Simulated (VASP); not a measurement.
# Ge4MoW (P4/mmm) in VASP: a series of runs, part 2 of 2

VASP 6.6.1. The steps go on from the part before.

## (3) Single point, PBE

This run uses another cell than the first one, of 15.42 Å³/atom, 0.823 times its volume.

INCAR

```
SYSTEM = Ge4MoW
ALGO = Normal ; EDIFF = 1E-7
ENCUT = 520 ; GGA = PE
ISIF = 2 ; ISMEAR = 0
LASPH = .TRUE. ; LCHARG = .FALSE.
LREAL = .FALSE. ; LWAVE = .FALSE.
NBANDS = 51 ; NELM = 100
PREC = Accurate ; SIGMA = 0.1
```

KPOINTS

```
k-points
0
G
  6 6 2
  0 0 0
```

POSCAR

```
Ge4MoW
1.0
    3.3360836042      0.0000000000      0.0000000000
    0.0000000000      3.3360836042      0.0000000000
    0.0000000000      0.0000000000      8.3149284841
Ge Mo W
4 1 1
Direct
    0.0000000000      0.0000000000      0.6629753915
    0.5000000000      0.5000000000      0.1612865823
    0.0000000000      0.0000000000      0.3370246085
    0.5000000000      0.5000000000      0.8387134177
    0.0000000000      0.0000000000      0.0000000000
    0.5000000000      0.5000000000      0.5000000000
```

Potentials or basis: VASP PAW PBE potentials, release 64 (Ge_d, Mo_sv, W_sv).

The run is started by

```
cat potpaw_PBE.64/Ge_d/POTCAR potpaw_PBE.64/Mo_sv/POTCAR potpaw_PBE.64/W_sv/POTCAR > POTCAR
mpirun -np 1 vasp_std > vasp.out
```

Wall time 3.6 min (1 thread of Intel Xeon 8259CL, shared host); peak memory 0.27 GiB.

The run converged. Its results:

```
Free energy            : -42.1524 eV
Pressure               : 0.2 GPa
Largest force          : 0.004 eV/Å
Band gap on the k mesh : zero (band 42 reaches 10.49 eV, above the bottom of band 43 at 9.60 eV)
```

Forces on the atoms (eV/Å):
```
Ge   0.000  0.000  0.003
Ge   0.000  0.000 -0.004
Ge   0.000  0.000 -0.003
Ge   0.000  0.000  0.004
Mo   0.000  0.000  0.000
W    0.000  0.000  0.000
```

Levels at points of the mesh, in eV from the Fermi level:
```tsv
k point	band 40	band 41	band 42	band 43	band 44	band 45
(0.00, 0.00, 0.00)	-0.39	-0.35	-0.35	0.47	0.83	2.63
(0.50, 0.00, 0.00)	-2.10	-0.20	-0.03	1.72	2.22	2.35
(0.50, 0.50, 0.00)	-2.66	-1.17	-1.17	1.89	2.09	2.40
(0.00, 0.00, 0.50)	-1.73	0.48	0.52	0.78	0.83	1.57
(0.50, 0.00, 0.50)	-2.08	-0.05	0.12	1.86	2.30	2.64
(0.50, 0.50, 0.50)	-1.97	-1.83	-1.83	-0.36	-0.23	1.89
```

Caveat: the k points lie up to 0.38 Å⁻¹ apart; spin-orbit coupling is left out, which moves the levels of the heavy elements.

## (4) Relaxation of cell and atoms, PBE

INCAR

```
ALGO     = Normal         # electronic algorithm
EDIFF    = 1E-6           # SCF threshold, eV
EDIFFG   = -0.04          # ionic threshold
ENCUT    = 600            # plane-wave cutoff, eV
GGA      = PE             # functional
IBRION   = 2              # ionic algorithm
ISIF     = 3              # what is computed and relaxed
ISMEAR   = 0              # smearing method
LASPH    = T              # aspherical terms in the spheres
LCHARG   = F              # write CHGCAR
LREAL    = F              # projectors in reciprocal space
LWAVE    = F              # write WAVECAR
NELM     = 80             # most SCF steps
NSW      = 90             # ionic steps
PREC     = Accurate       # precision mode
SIGMA    = 0.1            # smearing width, eV
```

KPOINTS

```
k-points
0
Gamma
  6 6 2
```

POSCAR

```
Ge4MoW
1.0
    3.5728760600      0.0000000000      0.0000000000
    0.0000000000      3.5728760600      0.0000000000
    0.0000000000      0.0000000000      8.8094037600
Ge Mo W
4 1 1
Direct
    0.0000000000      0.0000000000      0.6616742600
    0.5000000000      0.5000000000      0.1616742600
    0.0000000000      0.0000000000      0.3383257400
    0.5000000000      0.5000000000      0.8383257400
    0.0000000000      0.0000000000      0.0000000000
    0.5000000000      0.5000000000      0.5000000000
```

The run is started by

```
cat potpaw_PBE.64/Ge_d/POTCAR potpaw_PBE.64/Mo_sv/POTCAR potpaw_PBE.64/W_sv/POTCAR > POTCAR
mpirun -np 1 vasp_std > vasp.out
```

It took 34 min on 1 thread of Intel Xeon 8259CL, shared host; peak memory 0.35 GiB.

Results (log left out):

| Quantity | Value |
| --- | --- |
| Free energy | -42.1595 eV |
| Relaxed volume | 15.47 Å³/atom |
| Relaxed cell | a = 3.338 Å, b = 3.338 Å, c = 8.327 Å, α = 90.00°, β = 90.00°, γ = 90.00° |
| Space group after relaxing (to 0.05 Å) | P4/mmm (No. 123) |
| Energy gained by relaxing | 255.0 meV/atom |
| Ionic steps | 11 |
| Pressure after relaxing | -0.1 GPa |
| Largest force after relaxing | 0.038 eV/Å |
| Band gap on the k mesh | zero (band 42 reaches 10.45 eV, above the bottom of band 43 at 9.56 eV) |

Forces on the atoms (eV/Å):
```
Ge   0.000  0.000  0.038
Ge   0.000  0.000 -0.017
Ge   0.000  0.000 -0.038
Ge   0.000  0.000  0.017
Mo   0.000  0.000  0.000
W    0.000  0.000  0.000
```

Stress tensor (GPa, compression positive):
```
-0.01  0.00  0.00
 0.00 -0.01  0.00
 0.00  0.00 -0.24
```

The path:
| step | energy change (eV) | largest force (eV/Å) | pressure (GPa) | volume (Å³) |
| --- | --- | --- | --- | --- |
| 1 | 0.0000 | 0.3715 | -20.49 | 112.46 |
| 2 | 0.3206 | 1.5565 | 45.49 | 77.78 |
| 3 | -1.5158 | 0.3237 | -1.21 | 93.51 |
| 4 | -1.5179 | 0.3526 | -0.20 | 93.02 |
| 5 | -1.5177 | 0.3730 | 0.44 | 92.66 |
| 6 | -1.5287 | 0.0416 | 0.55 | 92.39 |
| 7 | -1.5290 | 0.0863 | 0.57 | 92.43 |
| 8 | -1.5290 | 0.0244 | -0.60 | 93.07 |
| 9 | -1.5297 | 0.0455 | 0.13 | 92.73 |
| 10 | -1.5297 | 0.0302 | -0.28 | 92.84 |
| 11 | -1.5297 | 0.0381 | -0.09 | 92.79 |

Final structure:
```cif
data_structure
_symmetry_space_group_name_H-M 'P 1'
_symmetry_Int_Tables_number 1
_cell_length_a 3.3381
_cell_length_b 3.3381
_cell_length_c 8.3274
_cell_angle_alpha 90.000
_cell_angle_beta 90.000
_cell_angle_gamma 90.000
_cell_volume 92.79
loop_
_atom_site_label
_atom_site_type_symbol
_atom_site_fract_x
_atom_site_fract_y
_atom_site_fract_z
_atom_site_occupancy
Ge1 Ge 0.00000 0.00000 0.66262 1
Ge2 Ge 0.50000 0.50000 0.16133 1
Ge3 Ge 0.00000 0.00000 0.33738 1
Ge4 Ge 0.50000 0.50000 0.83867 1
Mo1 Mo 0.00000 0.00000 0.00000 1
W1 W 0.50000 0.50000 0.50000 1
```

Levels at points of the mesh, in eV from the Fermi level:
```
           k point  band 40  band 41  band 42  band 43  band 44  band 45
(0.00, 0.00, 0.00)    -0.39    -0.34    -0.34     0.48     0.82     2.60
(0.50, 0.00, 0.00)    -2.08    -0.19    -0.03     1.72     2.21     2.33
(0.50, 0.50, 0.00)    -2.66    -1.18    -1.18     1.89     2.07     2.38
(0.00, 0.00, 0.50)    -1.72     0.48     0.52     0.78     0.82     1.56
(0.50, 0.00, 0.50)    -2.07    -0.05     0.12     1.86     2.29     2.62
(0.50, 0.50, 0.50)    -1.97    -1.82    -1.82    -0.37    -0.23     1.89
```

Caveat: the volume moved by over 15 % at a fixed basis, so the end points are rough; spin-orbit coupling is left out, which moves the levels of the heavy elements.

## (5) Single point, PBE

This run uses another cell than the first one, of 15.41 Å³/atom, 0.822 times its volume.

INCAR

```
PREC     = Accurate       # precision mode
ENCUT    = 520            # plane-wave cutoff, eV
EDIFF    = 1E-6           # SCF threshold, eV
ISMEAR   = 0              # smearing method
SIGMA    = 0.1            # smearing width, eV
LREAL    = False          # projectors in reciprocal space
LASPH    = True           # aspherical terms in the spheres
NELM     = 100            # most SCF steps
ALGO     = Normal         # electronic algorithm
ISIF     = 2              # what is computed and relaxed
LWAVE    = False          # write WAVECAR
LCHARG   = False          # write CHGCAR
GGA      = PE             # functional
NBANDS   = 51             # bands
```

KPOINTS

```
Automatic mesh
0
Gamma
  12 12 6
```

POSCAR

```
Ge4MoW
1.0
    3.3397563954      0.0000000000      0.0000000000
    0.0000000000      3.3397563954      0.0000000000
    0.0000000000      0.0000000000      8.2881631383
Ge Mo W
4 1 1
Direct
    0.0000000000      0.0000000000      0.6627371403
    0.5000000000      0.5000000000      0.1614472241
    0.0000000000      0.0000000000      0.3372628597
    0.5000000000      0.5000000000      0.8385527759
    0.0000000000      0.0000000000      0.0000000000
    0.5000000000      0.5000000000      0.5000000000
```

The run is started by

```
cat potpaw_PBE.64/Ge_d/POTCAR potpaw_PBE.64/Mo_sv/POTCAR potpaw_PBE.64/W_sv/POTCAR > POTCAR
mpirun -np 1 vasp_std > vasp.out
```

Run time: 13 min. Hardware: 1 thread of Intel Xeon 8259CL, shared host; peak memory 0.55 GiB.

Results (log left out):

| Item | Value |
| --- | --- |
| Free energy | -42.1465 eV |
| Pressure | 0.3 GPa |
| Largest force | 0.008 eV/Å |
| Band gap on the k mesh | zero (band 42 reaches 10.81 eV, above the bottom of band 43 at 9.66 eV) |

Forces on the atoms (eV/Å):
```
Ge   0.000  0.000  0.008
Ge   0.000  0.000  0.008
Ge   0.000  0.000 -0.008
Ge   0.000  0.000 -0.008
Mo   0.000  0.000  0.000
W    0.000  0.000  0.000
```

Levels at points of the mesh, in eV from the Fermi level:
```tsv
k point	band 38	band 39	band 40	band 41	band 42	band 43	band 44	band 45	band 46	band 47
(0.00, 0.00, 0.00)	-1.64	-0.48	-0.48	-0.48	-0.48	0.37	0.73	2.51	2.55	3.42
(0.50, 0.00, 0.00)	-2.37	-2.26	-2.21	-0.31	-0.12	1.62	2.14	2.25	2.57	3.04
(0.50, 0.50, 0.00)	-3.98	-2.73	-2.73	-1.27	-1.27	1.79	2.00	2.35	2.44	2.77
(0.00, 0.00, 0.50)	-1.85	-1.85	-1.85	0.37	0.41	0.66	0.73	1.46	1.46	1.74
(0.50, 0.00, 0.50)	-2.25	-2.19	-2.17	-0.16	0.05	1.76	2.22	2.56	2.94	3.36
(0.50, 0.50, 0.50)	-2.73	-2.06	-2.06	-1.90	-1.90	-0.42	-0.32	1.79	2.44	3.19
```

Caveat: spin-orbit coupling is left out, which moves the levels of the heavy elements.

## (6) The runs side by side

| task | cell | k mesh | cutoff (eV) | gap on the mesh (eV) | pressure (GPa) | largest force (eV/Å) |
| --- | --- | --- | --- | --- | --- | --- |
| single point | a = 3.573, b = 3.573, c = 8.809 Å, 6 atoms | 6 × 6 × 2 | 520 | none | -20.5 | 0.37 |
| single point | a = 3.336, b = 3.336, c = 8.315 Å, 6 atoms | 6 × 6 × 2 | 520 | none | 0.2 | - |
| relaxation of cell and atoms | relaxed from a = 3.573, b = 3.573, c = 8.809 Å, 6 atoms | 6 × 6 × 2 | 600 | none | -0.1 | 0.04 |
| single point | a = 3.340, b = 3.340, c = 8.288 Å, 6 atoms | 12 × 12 × 6 | 520 | none | 0.3 | 0.01 |

Alike in all rows: level PBE; potentials or basis VASP PAW PBE potentials, release 64 (Ge_d, Mo_sv, W_sv); no spin polarisation; smearing gaussian 0.1 eV.

Caveats: some runs use coarse meshes; spin-orbit coupling is left out, which moves the levels of the heavy elements; the volume moved by over 15 % at a fixed basis, so the end points are rough (some runs).

Absolute energies hang on the potentials; compare differences alone.
